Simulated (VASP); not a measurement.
## SnTe5: single point with PBE

The system is SnTe5.

```xyz
6
Lattice="0.0000 4.5528 4.5528 4.5528 0.0000 4.5528 4.5528 4.5528 0.0000" Properties=species:S:1:pos:R:3 pbc="T T T"
Sn    0.0000    0.0000    0.0000
Te    6.8291    6.8291    6.8291
Te    5.6821    5.6821    3.4234
Te    5.6821    3.4234    5.6821
Te    3.4234    3.4234    3.4234
Te    3.4234    5.6821    5.6821
```

The cell was built from a structure type or drawn by symmetry, and may not be a known phase.

```json
{"Program": "VASP 6.6.1", "Task": "single point", "Functional": "PBE", "Potentials or basis": "VASP PAW PBE potentials, release 64 (Sn_d, Te)", "Cutoff": "520 eV", "k mesh": "4 × 4 × 4", "Occupations": "gaussian, width 0.1 eV", "Spin": "no spin polarisation"}
```

```
Pressure               : -0.8 GPa
Largest force          : 0.095 eV/Å
Band gap on the k mesh : zero (bands 22 and 23 overlap by 1.13 eV)
```

Forces in eV/Å, atoms in the order of the input:
```
Sn   0.000  0.000  0.000
Te   0.000  0.000  0.000
Te  -0.055 -0.055  0.055
Te  -0.055  0.055 -0.055
Te   0.055  0.055  0.055
Te   0.055 -0.055 -0.055
```

Levels at points of the mesh, in eV from the Fermi level:
```csv
k point,band 18,band 19,band 20,band 21,band 22,band 23,band 24,band 25,band 26,band 27
"(0.00, 0.00, 0.00)",-1.79,-1.79,-1.79,1.06,1.06,1.06,1.31,1.31,1.31,3.56
"(0.50, 0.00, 0.00)",-2.04,-2.04,-1.69,-0.98,0.11,0.11,1.18,1.38,1.88,1.88
"(0.50, 0.50, 0.00)",-1.93,-1.89,-1.71,-1.59,-0.51,0.02,0.02,0.82,1.27,1.27
```

It took 32 s on 1 thread of AMD EPYC 9R45 96-Core Processor (Zen 5) (shared host), peak memory 0.29 GiB.

Caveat: spin-orbit coupling is left out, which moves the levels of the heavy elements.
